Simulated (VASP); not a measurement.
Zr, 1 atom in the cell. The structure is trigonal, space group R-3m (No. 166). The conventional cell has a = 3.367 Å, b = 3.367 Å, c = 7.009 Å, α = 90.00°, β = 90.00°, γ = 120.00°. Within 4.0 Å of Zr (site symmetry -3m) lie 12 Zr at 3.04 to 3.37 Å.  This cell differs from its parent crystal: ratio of the length along [111] to the lengths across it x 0.85, volume and fractional coordinates fixed.

| Quantity | Value |
| --- | --- |
| Program | VASP 6.6.1 |
| Task | single point |
| Functional | PBE |
| Potentials or basis | VASP PAW PBE potentials, release 64 (Zr_sv) |
| Cutoff | 520 eV |
| k mesh | 20 × 20 × 20 |
| Occupations | gaussian, width 0.15 eV |
| Spin | no spin polarisation |
| Dipole correction | no |
| Further INCAR settings | ALGO = Fast; EDIFF = 1e-06; NBANDS = 12 |

Potentials or basis: VASP PAW PBE potentials, release 64 (Zr_sv).

Launch:

```bash
$ cat potpaw_PBE.64/Zr_sv/POTCAR > POTCAR
$ mpirun -np 1 vasp_std > vasp.out
```

Hardware: 1 thread of Intel(R) Xeon(R) Platinum 8488C (Sapphire Rapids) (shared host).

Problem. Estimate the wall time of this run.

Solution. Wall time 2.1 min on 1 thread of Intel(R) Xeon(R) Platinum 8488C (Sapphire Rapids) (shared host), peak memory 0.3 GiB. Counts: scf iterations 16, k points 781.
